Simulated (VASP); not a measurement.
# Si16C (a cell with a defect) in VASP: notebook, part 2 of 2

VASP 6.6.1. The steps go on from the part before.

### 3 Single point, PBE, collinear spin, ferromagnetic start

INCAR

```
SYSTEM = Si16C
ALGO     = Normal         ! electronic algorithm
EDIFF    = 1E-6           ! SCF threshold, eV
ENCUT    = 520            ! plane-wave cutoff, eV
GGA      = PE             ! functional
ISIF     = 2              ! what is computed and relaxed
ISMEAR   = -1             ! smearing method
ISPIN    = 2              ! spin polarisation
LASPH    = .True.         ! aspherical terms in the spheres
LCHARG   = .False.        ! write CHGCAR
LORBIT   = 11             ! projections on sites
LREAL    = Auto         
LWAVE    = .False.        ! write WAVECAR
MAGMOM   = 0 0 0 0 0 0 0 0 0 0 0 0 0 0 0 0 1 ! initial moments
NBANDS   = 52             ! bands
NELM     = 150            ! most SCF steps
PREC     = Accurate       ! precision mode
SIGMA    = 0.05           ! smearing width, eV
```

KPOINTS

```
k-points
0
Gamma
  2 2 2
  0 0 0
```

POSCAR

```
Si16C
1.0
    0.0000000000      5.4300000000      5.4300000000
    5.4300000000      0.0000000000      5.4300000000
    5.4300000000      5.4300000000      0.0000000000
Si C
16 1
Direct
   -0.0235174954      0.0229281768     -0.0635543278
    0.0526979742      0.0806721915      0.1787753223
   -0.0459300184      0.0029834254      0.5362983425
    0.1592817680      0.2356721915      0.4948618785
   -0.0285635359      0.4456721915      0.0418047882
    0.0896040516      0.6414272560      0.1179097606
   -0.0410220994      0.5812246777      0.4936003683
    0.0869797422      0.6528360958      0.6934990792
    0.4276703499     -0.0479281768      0.1350920810
    0.6063443831      0.0948710866      0.1602117864
    0.4749539595     -0.0741988950      0.5249539595
    0.6011233886      0.0324309392      0.7301289134
    0.4431031308      0.4681675875      0.0578913444
    0.5937384899      0.5661325967      0.2009760589
    0.4261141805      0.4503683241      0.5575690608
    0.6737108656      0.4625874770      0.7148158379
    0.9246777164      1.1760405157      0.6687476980
```

Potentials or basis: VASP PAW PBE potentials, release 64 (Si, C).

Run with:

```bash
> cat potpaw_PBE.64/Si/POTCAR potpaw_PBE.64/C/POTCAR > POTCAR
> mpirun -np 1 vasp_std > vasp.out
```

OUTCAR:

```text
SYSTEM = Si16C
   EDIFF = 1E-6
   ENCUT = 520
   GGA = PE
   ISIF = 2
   ISMEAR = -1
   ISPIN = 2
   LASPH = .True.
   LORBIT = 11
   LREAL = Auto
   NELM = 150
   PREC = Accurate

 ion  position               nearest neighbor table
   1  0.976  0.023  0.936-  17 1.92  10 2.41   6 2.42   2 2.49   4 2.85
   2  0.053  0.081  0.179-   3 2.28   5 2.30   9 2.43   1 2.49
   3  0.954  0.003  0.536-  17 1.92   8 2.23   2 2.28  12 2.30   4 2.74
   4  0.159  0.236  0.495-  17 1.75   7 2.31  11 2.42   3 2.74   1 2.85   6 3.04  13 3.13  10 3.13

   5  0.971  0.446  0.042-   8 2.29   2 2.30  14 2.38   6 2.49
   6  0.090  0.641  0.118-  13 2.26   7 2.40   1 2.42   5 2.49   4 3.04
   7  0.959  0.581  0.494-  16 2.29   4 2.31   6 2.40   8 2.55
   8  0.087  0.653  0.693-   3 2.23  15 2.27   5 2.29   7 2.55
   9  0.428  0.952  0.135-  10 2.26   2 2.43  14 2.46  12 2.57  11 3.09
  10  0.606  0.095  0.160-   9 2.26  11 2.32  13 2.35   1 2.41   4 3.13
  11  0.475  0.926  0.525-  10 2.32   4 2.42  12 2.78  16 2.95   9 3.09
  12  0.601  0.032  0.730-   3 2.30   9 2.57  15 2.66  11 2.78
  13  0.443  0.468  0.058-   6 2.26  16 2.33  10 2.35  14 2.47   4 3.13
  14  0.594  0.566  0.201-  15 2.27   5 2.38   9 2.46  13 2.47
  15  0.426  0.450  0.558-  14 2.27   8 2.27  12 2.66  16 2.77
  16  0.674  0.463  0.715-  17 2.13   7 2.29  13 2.33  15 2.77  11 2.95
  17  0.925  0.176  0.669-   4 1.75   3 1.92   1 1.92  16 2.13

  LATTYP: Found a face centered cubic cell.
 ALAT       =    10.8600000000

  Lattice vectors:

 A1 = (   0.0000000000,   5.4300000000,   5.4300000000)
 A2 = (   5.4300000000,   0.0000000000,   5.4300000000)
 A3 = (   5.4300000000,   5.4300000000,   0.0000000000)

Analysis of symmetry for initial positions (statically):
=====================================================================
 Subroutine PRICEL returns:
 Original cell was already a primitive cell.

 Routine SETGRP: Setting up the symmetry group for a
 face centered cubic supercell.

 Subroutine GETGRP returns: Found  1 space group operations
 (whereof  1 operations were pure point group operations)
 out of a pool of 48 trial point group operations.

The static configuration has the point symmetry C_1 .

Analysis of symmetry for dynamics (positions and initial velocities):
=====================================================================
 Subroutine PRICEL returns:
 Original cell was already a primitive cell.

 Routine SETGRP: Setting up the symmetry group for a
 face centered cubic supercell.

 Subroutine GETGRP returns: Found  1 space group operations
 (whereof  1 operations were pure point group operations)
 out of a pool of 48 trial point group operations.

The dynamic configuration has the point symmetry C_1 .

Analysis of structural, dynamic, and magnetic symmetry:
=====================================================================
 Subroutine PRICEL returns:
 Original cell was already a primitive cell.

 Routine SETGRP: Setting up the symmetry group for a
 face centered cubic supercell.

 Subroutine GETGRP returns: Found  1 space group operations
 (whereof  1 operations were pure point group operations)
 out of a pool of 48 trial point group operations.

The overall configuration has the point symmetry C_1 .

 Subroutine INISYM returns: Found  1 space group operations
 (whereof  1 operations are pure point group operations),
 and found     1 'primitive' translations

[... 120 lines left out ...]
   EMIN   =  10.00;   EMAX   =-10.00  energy-range for DOS
   EFERMI =   0.00;   METHOD = LEGACY
   ISMEAR =    -1;   SIGMA  =   0.05  broadening in eV -4-tet -1-fermi 0-gaus
   EFERMI_NEDOS =   21; number of points for ismear=-14 and -15
   IALGO  =     38    algorithm
   IMIX   =      4    mixing-type and parameters
     AMIX     =   0.40;   BMIX     =  1.00
     AMIX_MAG =   1.60;   BMIX_MAG =  1.00
  volume/ion in A,a.u.               =      18.84       127.11
  Fermi-wavevector in a.u.,A,eV,Ry     =   0.976715  1.845724 12.979587  0.953973
  Thomas-Fermi vector in A             =   2.107356
   LORBIT       =     11    0 simple, 1 ext, 2 COOP (PROOUT), +10 PAW based schemes
   GGA     = PE    functional components
   LHFCALC =     F    Hartree Fock is set to
   AEXX    =    0.0000 exact exchange contribution
   IVDW    =     0    specifies the selected vdW correction
   LEPSILON=     F    determine dielectric tensor
   LRPA    =     F    only Hartree local field effects (RPA)
 spin polarized calculation
  energy-cutoff  :      520.00
  volume of cell :      320.21
 maximum number of plane-waves:      8646
 NGX is ok and might be reduce to    60
   NGX = 29   NGY = 29   NGZ = 29

 number of electron      68.0000000 magnetization       0.0000288

 number of electron      68.0000000 magnetization      -0.0000107

 Free energy of the ion-electron system (eV)
  ---------------------------------------------------
  ext. energy  EPLUGINS =         0.00000000
  ---------------------------------------------------
  free energy    TOTEN  =       -87.41364305 eV

  energy without entropy =      -87.37283680  energy(sigma->0) =      -87.39323992

 E-fermi :   6.2931     XC(G=0):  -9.6577

 val. band max:        6.2638572971   @ k =   0.0000   0.0000   0.5000
 cond. band min:       6.3138812829   @ k =   0.5000   0.0000   0.5000
 fundamental gap:      0.0500239858
 Fermi energy:         6.2931376530

 spin component 1

 k-point     1 :       0.0000    0.0000    0.0000
  band No.  band energies     occupation
      1      -7.7698      1.00000
      2      -5.2680      1.00000
      3      -4.1563      1.00000
      4      -3.7512      1.00000
      5      -3.2271      1.00000
      6      -2.9357      1.00000
[... 381 lines left out ...]
     45       9.7667      0.00000
     46       9.9029      0.00000
 Fermi energy:         6.2931376530

 spin component 2

 k-point     1 :       0.0000    0.0000    0.0000
  band No.  band energies     occupation
      1      -7.7698      1.00000
      2      -5.2680      1.00000
      3      -4.1563      1.00000
      4      -3.7512      1.00000
      5      -3.2271      1.00000
      6      -2.9357      1.00000
[... 381 lines left out ...]
     45       9.7667      0.00000
     46       9.9029      0.00000
 [bands above 46 left out]

------------------------ aborting loop because EDIFF is reached ----------------------------------------

  FORCE on cell =-STRESS in cart. coord.  units (eV):
  Direction    XX          YY          ZZ          XY          YZ          ZX
  --------------------------------------------------------------------------------------
  -------------------------------------------------------------------------------------
  Total       -1.7430156     -0.7891551      9.8447930     -1.8154382     -1.7812041     -5.3207247
  in kB       -8.7213231     -3.9486030     49.2592378     -9.0836953     -8.9124024    -26.6226873
  external PRESSURE =      12.1964372 kB  Pullay stress =       0.0000000 kB

 VOLUME and BASIS-vectors are now :
 -----------------------------------------------------------------------------
  energy-cutoff  :      520.00
  volume of cell :      320.21
      direct lattice vectors                 reciprocal lattice vectors
     0.000000000  5.430000000  5.430000000    -0.092081031  0.092081031  0.092081031
     5.430000000  0.000000000  5.430000000     0.092081031 -0.092081031  0.092081031
     5.430000000  5.430000000  0.000000000     0.092081031  0.092081031 -0.092081031

 POSITION                                       TOTAL-FORCE (eV/Angst)
 -----------------------------------------------------------------------------------
      5.20940     10.38720      5.42680         0.168112      0.148908     -0.999067
      1.40880      1.25690      0.72420        -1.174163     -0.053313      1.152178
      2.92830      8.09270      5.19680         1.526556     -0.050091     -0.397298
      3.96680      3.55200      2.14460        -1.458146      1.423797      2.414772
      2.64700      5.50190      7.69490         1.633220      0.216827      0.332442
      4.12320      1.12680      3.96950         0.011995     -0.950221     -0.933115
[... 9 lines left out ...]
      6.39330      7.53970      6.17010        -1.312152     -1.343391     -0.659641
      4.58720      8.65230      5.97690         1.810127     -0.193600     -2.348366
 -----------------------------------------------------------------------------------
    total drift:                               -0.000531      0.006589     -0.004198

  FREE ENERGIE OF THE ION-ELECTRON SYSTEM (eV)
  ---------------------------------------------------
  free  energy   TOTEN  =       -87.4136430488 eV

  energy  without entropy=      -87.3728367954  energy(sigma->0) =      -87.39323992

 total charge

# of ion       s       p       d       tot
------------------------------------------
    1        0.772   0.846   0.000   1.618
    2        0.768   0.892   0.000   1.660
    3        0.754   0.944   0.000   1.698
    4        0.804   0.895   0.000   1.699
    5        0.747   0.928   0.000   1.675
    6        0.763   0.881   0.000   1.643
[... 9 lines left out ...]
   16        0.773   0.825   0.000   1.597
   17        0.885   1.587   0.000   2.471
--------------------------------------------------
tot         13.243  15.653   0.000  28.896

 magnetization (x)

# of ion       s       p       d       tot
------------------------------------------
    1       -0.000  -0.000   0.000  -0.000
    2       -0.000   0.000   0.000   0.000
    3       -0.000  -0.000   0.000  -0.000
    4        0.000  -0.000   0.000  -0.000
    5       -0.000  -0.000   0.000  -0.000
    6        0.000   0.000   0.000   0.000
[... 9 lines left out ...]
   16       -0.000  -0.000   0.000  -0.000
   17        0.000   0.000   0.000   0.000
--------------------------------------------------
tot          0.000   0.000   0.000   0.000
```

Run time: 9 min. Hardware: 1 thread of Intel Xeon Platinum 8259CL at 2.50GHz (Skylake/Cascade Lake), shared host; peak memory 0.7 GiB.

What came out:

```
Free energy                                           : -87.4136 eV
Pressure                                              : 1.2 GPa
Largest force                                         : 3.160 eV/Å
Band gap on the k mesh                                : zero (filled and empty bands overlap)
Net moment                                            : 0.00 μB per cell
Valence electrons inside the program's atomic spheres : Si 1.62, 1.66, 1.70, 1.68, 1.64, 1.59, 1.58, 1.63, 1.60; C 2.47
```

Forces on the atoms (eV/Å):
```
Si   0.168  0.149 -0.999
Si  -1.174 -0.053  1.152
Si   1.527 -0.050 -0.397
Si  -1.458  1.424  2.415
Si   1.633  0.217  0.332
Si   0.012 -0.950 -0.933
Si   0.767  0.311  1.871
Si  -1.348 -0.426 -0.801
Si  -2.108 -1.056 -0.508
Si   0.363  0.549  0.476
Si   1.213  0.670 -0.053
Si   0.808 -2.055 -0.922
Si  -0.238  1.428  1.144
Si  -0.045 -1.353  0.341
Si  -0.620  2.733 -0.110
Si  -1.312 -1.343 -0.660
C    1.810 -0.194 -2.348
```

Levels at points of the mesh, in eV from the Fermi level:
Spin up:
```tsv
k point	band 30	band 31	band 32	band 33	band 34	band 35	band 36	band 37	band 38	band 39
(0.00, 0.00, 0.00)	-1.05	-0.99	-0.70	-0.43	-0.31	-0.03	0.18	0.37	0.63	0.74
(0.50, 0.00, 0.00)	-1.46	-1.32	-0.82	-0.33	-0.20	0.15	0.36	0.94	1.11	1.37
(0.00, 0.50, 0.00)	-1.52	-1.12	-0.63	-0.50	-0.31	0.11	0.43	0.49	1.15	1.29
(0.00, 0.00, 0.50)	-1.57	-1.03	-0.85	-0.69	-0.03	0.27	0.39	0.77	1.22	1.41
(0.50, 0.50, 0.50)	-1.76	-0.99	-0.83	-0.76	-0.46	0.28	0.53	0.63	0.83	1.35
(0.50, 0.50, 0.00)	-1.46	-1.26	-0.90	-0.73	-0.50	0.09	0.74	0.95	1.25	1.54
(0.00, 0.50, 0.50)	-1.42	-1.25	-1.02	-0.79	-0.36	0.40	0.74	1.22	1.45	1.93
(0.50, 0.00, 0.50)	-1.64	-1.47	-1.41	-1.21	0.02	0.74	0.87	1.24	1.44	1.77
```
Spin down:
```tsv
k point	band 30	band 31	band 32	band 33	band 34	band 35	band 36	band 37	band 38	band 39
(0.00, 0.00, 0.00)	-1.05	-0.99	-0.70	-0.43	-0.31	-0.03	0.18	0.37	0.63	0.74
(0.50, 0.00, 0.00)	-1.46	-1.32	-0.82	-0.33	-0.20	0.15	0.36	0.94	1.11	1.37
(0.00, 0.50, 0.00)	-1.52	-1.12	-0.63	-0.50	-0.31	0.11	0.43	0.49	1.15	1.29
(0.00, 0.00, 0.50)	-1.57	-1.03	-0.85	-0.69	-0.03	0.27	0.39	0.77	1.22	1.41
(0.50, 0.50, 0.50)	-1.76	-0.99	-0.83	-0.76	-0.46	0.28	0.53	0.63	0.83	1.35
(0.50, 0.50, 0.00)	-1.46	-1.26	-0.90	-0.73	-0.50	0.09	0.74	0.95	1.25	1.54
(0.00, 0.50, 0.50)	-1.42	-1.25	-1.02	-0.79	-0.36	0.40	0.74	1.22	1.45	1.93
(0.50, 0.00, 0.50)	-1.64	-1.47	-1.41	-1.21	0.02	0.74	0.87	1.24	1.44	1.77
```

Caveat: the k points lie up to 0.50 Å⁻¹ apart.
